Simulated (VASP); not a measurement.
# TiAl in VASP: further runs

Runs on TiAl. Level: r2SCAN. Tasks: single point.

All numbers are computed with VASP 6.6.1; they aren't measurements. Logs are shortened: lines on timing, memory, paths and dates and some standing lists are left out, and cuts for length are marked.

**1. The cell of the first run**

It takes space group Pm-3m (No. 221, cubic). Conventional cell: a = 3.018 Å, b = 3.018 Å, c = 3.018 Å, α = 90.00°, β = 90.00°, γ = 90.00°. Ti (site symmetry m-3m) has 8 Al at 2.61 Å and 6 Ti at 3.02 Å within 3.4 Å. Al (site symmetry m-3m) has 8 Ti at 2.61 Å and 6 Al at 3.02 Å within 3.4 Å.

**2. Single point, r2SCAN**

Input file POSCAR:

```
TiAl
1.0
    3.0180000000      0.0000000000      0.0000000000
    0.0000000000      3.0180000000      0.0000000000
    0.0000000000      0.0000000000      3.0180000000
Ti Al
1 1
Direct
    0.5000000000      0.5000000000      0.5000000000
    0.0000000000      0.0000000000      0.0000000000
```

Input file INCAR.step1:

```
PREC = Accurate
ENCUT = 520
ISMEAR = 1
SIGMA = 0.1
LREAL = F
LASPH = T
NELM = 60
NBANDS = 14
GGA = PE
ALGO = Normal
EDIFF = 1E-4
LWAVE = T
LCHARG = F
```

Input file INCAR.step2:

```
PREC = Accurate
ENCUT = 520
EDIFF = 1E-7
ISMEAR = 1
SIGMA = 0.1
LREAL = F
LASPH = T
NELM = 60
ALGO = Normal
ISIF = 2
LWAVE = F
LCHARG = F
METAGGA = R2SCAN
LMIXTAU = T
NBANDS = 14
ISTART = 1
```

Input file KPOINTS:

```
regular mesh
0
Gamma
  11 11 11
```

Potentials or basis: VASP PAW PBE potentials, release 64 (Ti_sv, Al).

The run is started by

```sh
cat potpaw_PBE.64/Ti_sv/POTCAR potpaw_PBE.64/Al/POTCAR > POTCAR
cp INCAR.step1 INCAR
mpirun -np 1 vasp_std > vasp.out
cp INCAR.step2 INCAR
mpirun -np 1 vasp_std > vasp.out
```

OUTCAR:

```text
PREC = Accurate
   ENCUT = 520
   EDIFF = 1E-7
   ISMEAR = 1
   LREAL = F
   LASPH = T
   NELM = 60
   ISIF = 2
   METAGGA = R2SCAN
   ISTART = 1

 ion  position               nearest neighbor table
   1  0.500  0.500  0.500-   2 2.61   2 2.61   2 2.61   2 2.61   2 2.61   2 2.61   2 2.61   2 2.61

   2  0.000  0.000  0.000-   1 2.61   1 2.61   1 2.61   1 2.61   1 2.61   1 2.61   1 2.61   1 2.61

  LATTYP: Found a simple cubic cell.
 ALAT       =     3.0180000000

  Lattice vectors:

 A1 = (   3.0180000000,   0.0000000000,   0.0000000000)
 A2 = (   0.0000000000,   3.0180000000,   0.0000000000)
 A3 = (   0.0000000000,   0.0000000000,   3.0180000000)

Analysis of symmetry for initial positions (statically):
=====================================================================
 Subroutine PRICEL returns:
 Original cell was already a primitive cell.

 Routine SETGRP: Setting up the symmetry group for a
 simple cubic supercell.

 Subroutine GETGRP returns: Found 48 space group operations
 (whereof 48 operations were pure point group operations)
 out of a pool of 48 trial point group operations.

The static configuration has the point symmetry O_h .

Analysis of symmetry for dynamics (positions and initial velocities):
=====================================================================
 Subroutine PRICEL returns:
 Original cell was already a primitive cell.

 Routine SETGRP: Setting up the symmetry group for a
 simple cubic supercell.

 Subroutine GETGRP returns: Found 48 space group operations
 (whereof 48 operations were pure point group operations)
 out of a pool of 48 trial point group operations.

The dynamic configuration has the point symmetry O_h .

 Subroutine INISYM returns: Found 48 space group operations
 (whereof 48 operations are pure point group operations),
 and found     1 'primitive' translations

----------------------------------------------------------------------------------------

                                     Primitive cell

  volume of cell :      27.4889

  direct lattice vectors                    reciprocal lattice vectors
     3.018000000  0.000000000  0.000000000     0.331345262  0.000000000  0.000000000
     0.000000000  3.018000000  0.000000000     0.000000000  0.331345262  0.000000000
     0.000000000  0.000000000  3.018000000     0.000000000  0.000000000  0.331345262

  length of vectors
     3.018000000  3.018000000  3.018000000     0.331345262  0.331345262  0.331345262

  position of ions in fractional coordinates (direct lattice)
     0.500000000  0.500000000  0.500000000
     0.000000000  0.000000000  0.000000000

  ion indices of the primitive-cell ions
   primitive index   ion index
                 1           1
                 2           2

----------------------------------------------------------------------------------------

 KPOINTS: regular mesh

Automatic generation of k-mesh.
 Grid dimensions read from file:
 generate k-points for:   11   11   11

 Generating k-lattice:

  Cartesian coordinates                     Fractional coordinates (reciprocal lattice)
     0.030122297  0.000000000  0.000000000     0.090909091  0.000000000  0.000000000
     0.000000000  0.030122297  0.000000000     0.000000000  0.090909091  0.000000000
     0.000000000  0.000000000  0.030122297     0.000000000  0.000000000  0.090909091

  Length of vectors
     0.030122297  0.030122297  0.030122297

  Shift w.r.t. Gamma in fractional coordinates (k-lattice)
     0.000000000  0.000000000  0.000000000

 Subroutine IBZKPT returns following result:
 ===========================================

 Found     56 irreducible k-points:

 Following reciprocal coordinates:
            Coordinates               Weight
  0.000000  0.000000  0.000000      1.000000
  0.090909  0.000000  0.000000      6.000000
  0.181818  0.000000  0.000000      6.000000
  0.272727  0.000000  0.000000      6.000000
  0.363636  0.000000  0.000000      6.000000
  0.454545  0.000000  0.000000      6.000000
[... 16 lines left out ...]
  0.181818  0.090909  0.090909     24.000000
  0.272727  0.090909  0.090909     24.000000
 [... further k-points ...]
   k-points           NKPTS =     56   k-points in BZ     NKDIM =     56   number of bands    NBANDS=     14
   number of dos      NEDOS =    301   number of ions     NIONS =      2
   total plane-waves  NPLWV =  13824
   dimension x,y,z NGX =    24 NGY =   24 NGZ =   24
   dimension x,y,z NGXF=    48 NGYF=   48 NGZF=   48
   ions per type =               1   1
   NGX,Y,Z   is equivalent  to a cutoff of  13.22, 13.22, 13.22 a.u.
   NGXF,Y,Z  is equivalent  to a cutoff of  26.44, 26.44, 26.44 a.u.
 SYSTEM =  unknown system
   PREC   = accura    normal or accurate (medium, high low for compatibility)
   ISTART =      1    job   : 0-new  1-cont  2-samecut
   ICHARG =      0    charge: 1-file 2-atom 10-const
   ISPIN  =      1    spin polarized calculation?
   LNONCOLLINEAR =      F non collinear calculations
   LSORBIT =      F    spin-orbit coupling
   LASPH  =      T    aspherical Exc in radial PAW
   ENCUT  =  520.0 eV  38.22 Ry    6.18 a.u.   5.61  5.61  5.61*2*pi/ulx,y,z
   NELM   =     60;   NELMIN=  2; NELMDL=  0     # of ELM steps
   EDIFF  = 0.1E-06   stopping-criterion for ELM
   LREAL  =      F    real-space projection
   EDIFFG = 0.1E-05   stopping-criterion for IOM
   NSW    =      0    number of steps for IOM
   IBRION =     -1    ionic relax: 0-MD 1-quasi-New 2-CG
   NFREE  =      0    steps in history (QN), initial steepest desc. (CG)
   ISIF   =      2    stress and relaxation
   ISYM   =      2    0-nonsym 1-usesym 2-fastsym
   POTIM  = 0.5000    time-step for ionic-motion
   TEBEG  =    0.0;   TEEND  =   0.0 temperature during run
   PSTRESS=    0.0 pullay stress
   NELECT =      15.0000    total number of electrons
   NUPDOWN=      -1.0000    fix difference up-down
   EMIN   =  10.00;   EMAX   =-10.00  energy-range for DOS
   EFERMI =   0.00;   METHOD = LEGACY
   ISMEAR =     1;   SIGMA  =   0.10  broadening in eV -4-tet -1-fermi 0-gaus
   EFERMI_NEDOS =   21; number of points for ismear=-14 and -15
   IALGO  =     38    algorithm
   IMIX   =      4    mixing-type and parameters
     AMIX     =   0.40;   BMIX     =  1.00
     AMIX_MAG =   1.60;   BMIX_MAG =  1.00
  volume/ion in A,a.u.               =      13.74        92.75
  Fermi-wavevector in a.u.,A,eV,Ry     =   1.337784  2.528045 24.349887  1.789666
  Thomas-Fermi vector in A             =   2.466306
   LORBIT       =      0    0 simple, 1 ext, 2 COOP (PROOUT), +10 PAW based schemes
   METAGGA = R2SCAN    functional components
   LHFCALC =     F    Hartree Fock is set to
   AEXX    =    0.0000 exact exchange contribution
   IVDW    =     0    specifies the selected vdW correction
   LEPSILON=     F    determine dielectric tensor
   LRPA    =     F    only Hartree local field effects (RPA)
 non-spin polarized calculation
 Methfessel and Paxton  Order N= 1 SIGMA  =   0.10
  energy-cutoff  :      520.00
  volume of cell :       27.49
 maximum number of plane-waves:       752
 NGX is ok and might be reduce to    24
   NGX = 11   NGY = 11   NGZ = 11

 number of electron      14.9999999 magnetization

 Free energy of the ion-electron system (eV)
  ---------------------------------------------------
  ext. energy  EPLUGINS =         0.00000000
  ---------------------------------------------------
  free energy    TOTEN  =       -20.01325499 eV

  energy without entropy =      -20.01257598  energy(sigma->0) =      -20.01302865

 E-fermi :  10.5959     XC(G=0): -12.6409

 val. band max:       10.5639237549   @ k =   0.2727   0.2727   0.2727
 cond. band min:      10.6047740502   @ k =   0.3636   0.2727   0.1818
 fundamental gap:      0.0408502953
 Fermi energy:        10.5959413078

 k-point     1 :       0.0000    0.0000    0.0000
  band No.  band energies     occupation
      1     -48.3308      2.00000
      2     -23.4689      2.00000
      3     -23.4689      2.00000
      4     -23.4689      2.00000
      5       0.0282      2.00000
      6       8.5288      2.00000
      7       8.5288      2.00000
      8      13.0398      0.00000
      9      13.0398      0.00000
     10      13.0399      0.00000
     11      16.0831      0.00000
     12      16.0831      0.00000
     13      16.0831      0.00000
     14      20.6277      0.00000

 k-point     2 :       0.0909    0.0000    0.0000
  band No.  band energies     occupation
      1     -48.3282      2.00000
      2     -23.4953      2.00000
      3     -23.4666      2.00000
      4     -23.4666      2.00000
      5       0.1866      2.00000
      6       8.4704      2.00000
      7       8.6062      2.00000
      8      12.7514      0.00000
      9      12.7514      0.00000
     10      13.0610      0.00000
     11      15.4998      0.00000
     12      16.4723      0.00000
     13      16.4723      0.00000
     14      20.3682      0.00000

 k-point     3 :       0.1818    0.0000    0.0000
  band No.  band energies     occupation
      1     -48.3213      2.00000
      2     -23.5654      2.00000
      3     -23.4606      2.00000
      4     -23.4606      2.00000
      5       0.6522      2.00000
      6       8.1774      2.00000
      7       8.8254      2.00000
      8      12.1670     -0.00000
      9      12.1670     -0.00000
     10      13.1184      0.00000
     11      14.5799      0.00000
     12      17.3676      0.00000
     13      17.3676      0.00000
     14      19.6773      0.00000
[... 324 lines left out ...]
 k-point    23 :       0.1818    0.0909    0.0909
  band No.  band energies     occupation
      1     -48.3163      2.00000
      2     -23.5601      2.00000
      3     -23.4854      2.00000
      4     -23.4822      2.00000
      5       0.9514      2.00000
      6       8.3295      2.00000
      7       8.7821      2.00000
      8      11.7489     -0.00000
      9      11.9714     -0.00000
     10      12.6534      0.00000
     11      15.1165      0.00000
     12      16.8257      0.00000
     13      17.1241      0.00000
     14      20.7817      0.00000

 k-point    24 :       0.2727    0.0909    0.0909
  band No.  band energies     occupation
      1     -48.3073      2.00000
      2     -23.6499      2.00000
      3     -23.4768      2.00000
      4     -23.4740      2.00000
      5       1.6776      2.00000
      6       7.6173      2.00000
      7       9.0977      2.00000
      8      11.3393     -0.00000
      9      11.3796     -0.00000
     10      12.7570      0.00000
     11      14.4854      0.00000
     12      17.5811      0.00000
     13      17.9908      0.00000
     14      20.2476      0.00000

 [... further k-points ...]
[... 5 lines left out ...]
  --------------------------------------------------------------------------------------
  -------------------------------------------------------------------------------------
  Total        4.1105111      4.1105111      4.1105111     -0.0000000     -0.0000000      0.0000000
  in kB      239.5789760    239.5789760    239.5789760     -0.0000000     -0.0000000      0.0000000
  external PRESSURE =     239.5789760 kB  Pullay stress =       0.0000000 kB

 VOLUME and BASIS-vectors are now :
 -----------------------------------------------------------------------------
  energy-cutoff  :      520.00
  volume of cell :       27.49
      direct lattice vectors                 reciprocal lattice vectors
     3.018000000  0.000000000  0.000000000     0.331345262  0.000000000  0.000000000
     0.000000000  3.018000000  0.000000000     0.000000000  0.331345262  0.000000000
     0.000000000  0.000000000  3.018000000     0.000000000  0.000000000  0.331345262

 POSITION                                       TOTAL-FORCE (eV/Angst)
 -----------------------------------------------------------------------------------
      1.50900      1.50900      1.50900         0.000000      0.000000      0.000000
      0.00000      0.00000      0.00000         0.000000      0.000000      0.000000
 -----------------------------------------------------------------------------------
    total drift:                                0.000000     -0.000000     -0.000000

  FREE ENERGIE OF THE ION-ELECTRON SYSTEM (eV)
  ---------------------------------------------------
  free  energy   TOTEN  =       -20.0132549868 eV

  energy  without entropy=      -20.0125759772  energy(sigma->0) =      -20.01302865
```

Run time: 80 s. Hardware: 1 thread of Intel Xeon Platinum 8375C at 2.90GHz (Ice Lake), shared host; peak memory 0.15 GiB.

Results:

| Quantity | Value |
| --- | --- |
| Free energy | -20.0133 eV |
| Pressure | 24.0 GPa |

Levels at points of the mesh, in eV from the Fermi level:
```tsv
k point	band 4	band 5	band 6	band 7	band 8	band 9	band 10	band 11
(0.00, 0.00, 0.00)	-34.06	-10.57	-2.07	-2.07	2.44	2.44	2.44	5.49
```

Caveat: the PAW data sets were made with another functional, which shifts forces and pressure a little.

[end of part 1 of 2]
